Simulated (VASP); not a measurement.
A run of VASP 6.6.1:

Contents of INCAR:

```
SYSTEM = Li
  ALGO = Normal
  EDIFF = 1E-6
  ENCUT = 520
  GGA = PS
  ISIF = 2
  ISMEAR = -1
  LASPH = .True.
  LCHARG = .False.
  LREAL = Auto
  LWAVE = .False.
  NBANDS = 38
  NELM = 100
  PREC = Accurate
  SIGMA = 0.16
```

File KPOINTS:

```
k-points
0
Gamma
  2 2 2
  0 0 0
```

The input POSCAR:

```
Li
1.0
    9.3955610000      0.0000000000      0.0000000000
    0.0000000000      7.0263450000      0.0000000000
    0.0000000000      0.0000000000      7.2144870000
Li
16
Direct
   -0.1285074941     -0.0474926865     -0.1656943869
    1.0120311070     -0.4536640316     -0.2982471242
    0.2356857669      0.7046053104      0.0127243975
    0.2598141825      0.6159959410      0.5342583610
    0.1700377444      0.2554386384      0.2697350484
    0.7159125464      0.5134390640     -0.0016771809
    0.3724844105     -0.0628776412      0.3184010173
    0.9139741629      0.4040222904      0.3600671815
   -0.2550991899     -0.0570424595      0.4339324473
    0.1268045623      1.0037935797      0.6356931546
    0.2845386241      0.3357648963      0.8265313944
    0.4570030464      0.4780579377      0.2619590277
    0.9973113899      0.8155591563      0.3279651069
    0.6240074435      0.0948572836      1.0490558788
    0.5923754846      0.7062277756      0.6956558380
    0.6139920756      0.3071725058      0.5669287366
```

Potentials or basis: VASP PAW PBE potentials, release 64 (Li_sv).

The run is started by

```bash
$ cat potpaw_PBE.64/Li_sv/POTCAR > POTCAR
$ mpirun -np 1 vasp_std > vasp.out
```

Hardware: 1 thread of Intel(R) Xeon(R) Platinum 8488C (Sapphire Rapids), with other jobs on the host.

Task: How long does it take, and how much memory?

Result: It took 120 s on 1 thread of Intel(R) Xeon(R) Platinum 8488C (Sapphire Rapids) (shared host), peak memory 0.45 GiB. Counts: scf iterations 13, k points 8.
